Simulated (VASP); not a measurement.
Input of a VASP 6.6.1 run:

File INCAR:

```
SYSTEM = NaAg
ALGO = Normal
EDIFF = 1E-6
ENCUT = 520
GGA = CA
ISIF = 2
ISMEAR = -1
LASPH = .True.
LCHARG = .False.
LREAL = .False.
LWAVE = .False.
NBANDS = 16
NELM = 100
PREC = Accurate
SIGMA = 0.05
```

Contents of KPOINTS:

```
k-points
0
Gamma
  12 12 12
  0 0 0
```

POSCAR

```
NaAg
1.0
    0.0000000000      2.6756721514      2.6756721514
    2.6756721514      0.0000000000      2.6756721514
    2.6756721514      2.6756721514      0.0000000000
Na Ag
1 1
Direct
    0.0000000000      0.0000000000      0.0000000000
    0.5000000000      0.5000000000      0.5000000000
```

Potentials or basis: VASP PAW LDA potentials, release 64 (Na_pv, Ag).

The run is started by

```bash
$ cat potpaw_LDA.64/Na_pv/POTCAR potpaw_LDA.64/Ag/POTCAR > POTCAR
$ mpirun -np 1 vasp_std > vasp.out
```

Task: What does it give for the band gap on the k mesh?

Result: Zero (band 9 reaches 4.65 eV, above the bottom of band 10 at 3.43 eV).

Task: What does it give for the pressure?

Result: 7.8 GPa.
